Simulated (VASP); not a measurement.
# Sr (Fm-3m) in VASP: a series of runs

Runs on Sr. Level: LDA. Tasks: single point, relaxation of cell and atoms.

All numbers are computed with VASP 6.6.1; they aren't measurements. Logs are shortened: lines on timing, memory, paths and dates and some standing lists are left out, and cuts for length are marked.

### Step 1. The cell of the first run

It takes space group Fm-3m (No. 225, cubic). The conventional cell has a = 5.799 Å, b = 5.799 Å, c = 5.799 Å, α = 90.00°, β = 90.00°, γ = 90.00°. Sr (site symmetry m-3m) has 12 Sr at 4.10 Å within 5.4 Å.

### Step 2. Single point, LDA

INCAR

```
PREC = Accurate
ENCUT = 520
EDIFF = 1E-6
ISMEAR = -1
SIGMA = 0.05
LREAL = False
LASPH = True
NELM = 60
ALGO = Normal
ISIF = 2
LWAVE = False
LCHARG = False
NBANDS = 11
```

KPOINTS

```
Automatic mesh
0
Gamma
  13 13 13
```

POSCAR

```
Sr
1.0
    0.0000000000      2.8994558382      2.8994558382
    2.8994558382      0.0000000000      2.8994558382
    2.8994558382      2.8994558382      0.0000000000
Sr
1
Direct
    0.0000000000      0.0000000000      0.0000000000
```

Potentials or basis: VASP PAW LDA potentials, release 64 (Sr_sv).

On the command line:

```console
$ cat potpaw_LDA.64/Sr_sv/POTCAR > POTCAR
$ mpirun -np 1 vasp_std > vasp.out
```

OUTCAR:

```text
PREC = Accurate
   ENCUT = 520
   EDIFF = 1E-6
   ISMEAR = -1
   LREAL = False
   LASPH = True
   NELM = 60
   ISIF = 2

 ion  position               nearest neighbor table
   1  0.000  0.000  0.000-

  LATTYP: Found a face centered cubic cell.
 ALAT       =     5.7989116764

  Lattice vectors:

 A1 = (   0.0000000000,   2.8994558382,   2.8994558382)
 A2 = (   2.8994558382,   0.0000000000,   2.8994558382)
 A3 = (   2.8994558382,   2.8994558382,   0.0000000000)

Analysis of symmetry for initial positions (statically):
=====================================================================
 Subroutine PRICEL returns:
 Original cell was already a primitive cell.

 Routine SETGRP: Setting up the symmetry group for a
 face centered cubic supercell.

 Subroutine GETGRP returns: Found 48 space group operations
[... 9 lines left out ...]

 Routine SETGRP: Setting up the symmetry group for a
 face centered cubic supercell.

 Subroutine GETGRP returns: Found 48 space group operations
[... 11 lines left out ...]
                                     Primitive cell

  volume of cell :      48.7505

  direct lattice vectors                    reciprocal lattice vectors
     0.000000000  2.899455838  2.899455838    -0.172446151  0.172446151  0.172446151
     2.899455838  0.000000000  2.899455838     0.172446151 -0.172446151  0.172446151
     2.899455838  2.899455838  0.000000000     0.172446151  0.172446151 -0.172446151

  length of vectors
     4.100449770  4.100449770  4.100449770     0.298685496  0.298685496  0.298685496

  position of ions in fractional coordinates (direct lattice)
     0.000000000  0.000000000  0.000000000

  ion indices of the primitive-cell ions
   primitive index   ion index
                 1           1

----------------------------------------------------------------------------------------

 KPOINTS: Automatic mesh

Automatic generation of k-mesh.
 Grid dimensions read from file:
 generate k-points for:   13   13   13

 Generating k-lattice:

  Cartesian coordinates                     Fractional coordinates (reciprocal lattice)
    -0.013265089  0.013265089  0.013265089     0.076923077  0.000000000  0.000000000
     0.013265089 -0.013265089  0.013265089     0.000000000  0.076923077  0.000000000
     0.013265089  0.013265089 -0.013265089     0.000000000  0.000000000  0.076923077

  Length of vectors
     0.022975807  0.022975807  0.022975807

  Shift w.r.t. Gamma in fractional coordinates (k-lattice)
     0.000000000  0.000000000  0.000000000

 Subroutine IBZKPT returns following result:
 ===========================================

 Found     84 irreducible k-points:

 Following reciprocal coordinates:
            Coordinates               Weight
  0.000000  0.000000  0.000000      1.000000
  0.076923  0.000000  0.000000      8.000000
  0.153846  0.000000  0.000000      8.000000
  0.230769  0.000000  0.000000      8.000000
  0.307692  0.000000  0.000000      8.000000
  0.384615  0.000000  0.000000      8.000000
[... 16 lines left out ...]
  0.384615  0.153846  0.000000     24.000000
  0.461538  0.153846  0.000000     24.000000
 [... further k-points ...]
   k-points           NKPTS =     84   k-points in BZ     NKDIM =     84   number of bands    NBANDS=     11
   number of dos      NEDOS =    301   number of ions     NIONS =      1
   total plane-waves  NPLWV =  27000
   dimension x,y,z NGX =    30 NGY =   30 NGZ =   30
   dimension x,y,z NGXF=    60 NGYF=   60 NGZF=   60
   ions per type =               1
   NGX,Y,Z   is equivalent  to a cutoff of  12.16, 12.16, 12.16 a.u.
   NGXF,Y,Z  is equivalent  to a cutoff of  24.33, 24.33, 24.33 a.u.
 SYSTEM =  unknown system
   PREC   = accura    normal or accurate (medium, high low for compatibility)
   ISTART =      0    job   : 0-new  1-cont  2-samecut
   ICHARG =      2    charge: 1-file 2-atom 10-const
   ISPIN  =      1    spin polarized calculation?
   LNONCOLLINEAR =      F non collinear calculations
   LSORBIT =      F    spin-orbit coupling
   LASPH  =      T    aspherical Exc in radial PAW
   ENCUT  =  520.0 eV  38.22 Ry    6.18 a.u.   7.62  7.62  7.62*2*pi/ulx,y,z
   NELM   =     60;   NELMIN=  2; NELMDL= -5     # of ELM steps
   EDIFF  = 0.1E-05   stopping-criterion for ELM
   LREAL  =      F    real-space projection
   EDIFFG = 0.1E-04   stopping-criterion for IOM
   NSW    =      0    number of steps for IOM
   IBRION =     -1    ionic relax: 0-MD 1-quasi-New 2-CG
   NFREE  =      0    steps in history (QN), initial steepest desc. (CG)
   ISIF   =      2    stress and relaxation
   ISYM   =      2    0-nonsym 1-usesym 2-fastsym
   POTIM  = 0.5000    time-step for ionic-motion
   TEBEG  =    0.0;   TEEND  =   0.0 temperature during run
   PSTRESS=    0.0 pullay stress
   NELECT =      10.0000    total number of electrons
   NUPDOWN=      -1.0000    fix difference up-down
   EMIN   =  10.00;   EMAX   =-10.00  energy-range for DOS
   EFERMI =   0.00;   METHOD = LEGACY
   ISMEAR =    -1;   SIGMA  =   0.05  broadening in eV -4-tet -1-fermi 0-gaus
   EFERMI_NEDOS =   21; number of points for ismear=-14 and -15
   IALGO  =     38    algorithm
   IMIX   =      4    mixing-type and parameters
     AMIX     =   0.40;   BMIX     =  1.00
     AMIX_MAG =   1.60;   BMIX_MAG =  1.00
  volume/ion in A,a.u.               =      48.75       328.98
  Fermi-wavevector in a.u.,A,eV,Ry     =   0.965491  1.824514 12.682988  0.932173
  Thomas-Fermi vector in A             =   2.095212
   LORBIT       =      0    0 simple, 1 ext, 2 COOP (PROOUT), +10 PAW based schemes
   GGA     = CA    functional components
   LHFCALC =     F    Hartree Fock is set to
   AEXX    =    0.0000 exact exchange contribution
   IVDW    =     0    specifies the selected vdW correction
   LEPSILON=     F    determine dielectric tensor
   LRPA    =     F    only Hartree local field effects (RPA)
 non-spin polarized calculation
  energy-cutoff  :      520.00
  volume of cell :       48.75
 maximum number of plane-waves:      1363
   NGX = 15   NGY = 15   NGZ = 15

 number of electron      10.0000000 magnetization

 Free energy of the ion-electron system (eV)
  ---------------------------------------------------
  ext. energy  EPLUGINS =         0.00000000
  ---------------------------------------------------
  free energy    TOTEN  =        -1.90153442 eV

  energy without entropy =       -1.89302152  energy(sigma->0) =       -1.89727797

 E-fermi :   1.8759     XC(G=0):  -7.9436

 val. band max:        1.8746619759   @ k =  -0.3846   0.3077   0.0000
 cond. band min:       1.9157759365   @ k =  -0.3846   0.3077   0.0769
 fundamental gap:      0.0411139605
 Fermi energy:         1.8758734828

 k-point     1 :       0.0000    0.0000    0.0000
  band No.  band energies     occupation
      1     -34.3848      2.00000
      2     -16.3385      2.00000
      3     -16.3385      2.00000
      4     -16.3385      2.00000
      5      -1.9933      2.00000
      6       4.2150      0.00000
      7       4.2150      0.00000
      8       4.2150      0.00000
      9       5.8754      0.00000
     10       5.8754      0.00000
     11       9.3916      0.00000

 k-point     2 :       0.0769    0.0000    0.0000
  band No.  band energies     occupation
      1     -34.3833      2.00000
      2     -16.3569      2.00000
      3     -16.3409      2.00000
      4     -16.3409      2.00000
      5      -1.8849      2.00000
      6       4.0550      0.00000
      7       4.2675      0.00000
      8       4.2675      0.00000
      9       5.8046      0.00000
     10       5.8046      0.00000
     11       9.6707      0.00000

 k-point     3 :       0.1538    0.0000    0.0000
  band No.  band energies     occupation
      1     -34.3793      2.00000
      2     -16.4072      2.00000
      3     -16.3475      2.00000
      4     -16.3475      2.00000
      5      -1.5708      2.00000
      6       3.6708      0.00000
      7       4.3795      0.00000
      8       4.3795      0.00000
      9       5.6872      0.00000
     10       5.6872      0.00000
     11      10.0363      0.00000

 k-point     4 :       0.2308    0.0000    0.0000
  band No.  band energies     occupation
      1     -34.3736      2.00000
      2     -16.4769      2.00000
      3     -16.3567      2.00000
      4     -16.3567      2.00000
      5      -1.0848      2.00000
      6       3.2188      0.00000
      7       4.4101      0.00000
      8       4.4101      0.00000
      9       5.7527      0.00000
     10       5.7527      0.00000
     11       9.3652      0.00000

 k-point     5 :       0.3077    0.0000    0.0000
  band No.  band energies     occupation
      1     -34.3676      2.00000
      2     -16.5495      2.00000
      3     -16.3664      2.00000
      4     -16.3664      2.00000
      5      -0.4886      2.00000
      6       2.7939      0.00000
      7       4.2944      0.00000
      8       4.2944      0.00000
      9       6.1126      0.00000
     10       6.1126      0.00000
     11       8.7621      0.00000
[... 211 lines left out ...]
 k-point    21 :       0.2308    0.1538    0.0000
  band No.  band energies     occupation
      1     -34.3732      2.00000
      2     -16.4503      2.00000
      3     -16.3742      2.00000
      4     -16.3719      2.00000
      5      -1.0714      2.00000
      6       3.2188      0.00000
      7       4.3882      0.00000
      8       4.6554      0.00000
      9       4.9354      0.00000
     10       6.2110      0.00000
     11      10.6072      0.00000

 k-point    22 :       0.3077    0.1538    0.0000
  band No.  band energies     occupation
      1     -34.3679      2.00000
      2     -16.5097      2.00000
      3     -16.3851      2.00000
      4     -16.3835      2.00000
      5      -0.5597      2.00000
      6       2.8922      0.00000
      7       3.9912      0.00000
      8       4.6816      0.00000
      9       5.3672      0.00000
     10       6.4577      0.00000
     11       9.7846      0.00000

 k-point    23 :       0.3846    0.1538    0.0000
  band No.  band energies     occupation
      1     -34.3626      2.00000
      2     -16.5662      2.00000
      3     -16.3983      2.00000
      4     -16.3927      2.00000
      5       0.0422      2.00000
      6       2.5676      0.00000
      7       3.7035      0.00000
      8       4.5834      0.00000
      9       5.9353      0.00000
     10       6.8431      0.00000
     11       8.8755      0.00000

 k-point    24 :       0.4615    0.1538    0.0000
  band No.  band energies     occupation
      1     -34.3587      2.00000
      2     -16.6069      2.00000
      3     -16.4132      2.00000
      4     -16.3955      2.00000
      5       0.6315      2.00000
      6       2.2518      0.00108
      7       3.5697      0.00000
      8       4.4567      0.00000
      9       6.5433      0.00000
     10       7.1236      0.00000
     11       8.0798      0.00000

 [... further k-points ...]
[... 5 lines left out ...]
  --------------------------------------------------------------------------------------
  -------------------------------------------------------------------------------------
  Total       -0.0143978     -0.0143978     -0.0143978      0.0000000     -0.0000000      0.0000000
  in kB       -0.4731806     -0.4731806     -0.4731806      0.0000000     -0.0000000      0.0000000
  external PRESSURE =      -0.4731806 kB  Pullay stress =       0.0000000 kB

 VOLUME and BASIS-vectors are now :
 -----------------------------------------------------------------------------
  energy-cutoff  :      520.00
  volume of cell :       48.75
      direct lattice vectors                 reciprocal lattice vectors
     0.000000000  2.899455838  2.899455838    -0.172446151  0.172446151  0.172446151
     2.899455838  0.000000000  2.899455838     0.172446151 -0.172446151  0.172446151
     2.899455838  2.899455838  0.000000000     0.172446151  0.172446151 -0.172446151

 POSITION                                       TOTAL-FORCE (eV/Angst)
 -----------------------------------------------------------------------------------
      0.00000      0.00000      0.00000         0.000000     -0.000000      0.000000
 -----------------------------------------------------------------------------------
    total drift:                               -0.000000     -0.000000      0.000000

  FREE ENERGIE OF THE ION-ELECTRON SYSTEM (eV)
  ---------------------------------------------------
  free  energy   TOTEN  =        -1.9015344178 eV

  energy  without entropy=       -1.8930215167  energy(sigma->0) =       -1.89727797
```

Wall time 35 s (1 thread of Intel Xeon Platinum 8259CL at 2.50GHz (Skylake/Cascade Lake), shared host); peak memory 0.17 GiB.

Results:

| Property | Result |
| --- | --- |
| Free energy | -1.9015 eV |
| Pressure | 0.0 GPa |

Levels at points of the mesh, in eV from the Fermi level:
```tsv
k point	band 1	band 2	band 3	band 4	band 5	band 6	band 7	band 8	band 9	band 10
(0.00, 0.00, 0.00)	-36.26	-18.21	-18.21	-18.21	-3.87	2.34	2.34	2.34	4.00	4.00
```

### Step 3. Relaxation of cell and atoms, LDA

This run uses another cell than the first one, of 56.32 Å³/atom, 1.155 times its volume.

INCAR

```
PREC = Accurate
ENCUT = 600
EDIFF = 1E-6
ISMEAR = -1
SIGMA = 0.05
LREAL = False
LASPH = True
NELM = 60
ALGO = Normal
ISIF = 3
LWAVE = False
LCHARG = False
IBRION = 2
NSW = 50
EDIFFG = -0.03
```

KPOINTS is that of step 2.

POSCAR

```
Sr
1.0
    0.0000000000      3.0423500000      3.0423500000
    3.0423500000      0.0000000000      3.0423500000
    3.0423500000      3.0423500000      0.0000000000
Sr
1
Direct
    0.0000000000      0.0000000000      0.0000000000
```

Potentials or basis: VASP PAW LDA potentials, release 64 (Sr_sv).

On the command line:

```console
$ cat potpaw_LDA.64/Sr_sv/POTCAR > POTCAR
$ mpirun -np 1 vasp_std > vasp.out
```

Wall time 97 s (1 thread of Intel Xeon Platinum 8259CL at 2.50GHz (Skylake/Cascade Lake), shared host); peak memory 0.21 GiB.

It converged, with:

```
Free energy                            : -1.9017 eV
Relaxed volume                         : 48.85 Å³/atom
Relaxed cell                           : a = 4.103 Å, b = 4.103 Å, c = 4.103 Å, α = 60.00°, β = 60.00°, γ = 60.00°
Space group after relaxing (to 0.05 Å) : Fm-3m (No. 225)
Energy gained by relaxing              : 42.6 meV/atom
Ionic steps                            : 3
Pressure after relaxing                : -0.1 GPa
```

Step by step:
```tsv
step	energy change (eV)	largest force (eV/Å)	pressure (GPa)	volume (Å³)
1	0.0000	0.0000	-1.59	56.32
2	-0.0339	0.0000	-0.82	51.89
3	-0.0426	0.0000	-0.09	48.85
```

Final structure:
```
Sr
1.0
     0.00000    2.90139    2.90139
     2.90139    0.00000    2.90139
     2.90139    2.90139    0.00000
Sr
1
Direct
  0.00000 0.00000 0.00000
```

Levels at points of the mesh, in eV from the Fermi level:
```csv
k point,band 1,band 2,band 3,band 4,band 5,band 6,band 7,band 8,band 9
"(0.00, 0.00, 0.00)",-36.26,-18.22,-18.22,-18.22,-3.87,2.34,2.34,2.34,3.99
```

Caveat: the volume moved by -13 % from the deposited cell, more than functionals usually miss. Zero-point motion and thermal expansion aren't in these numbers.
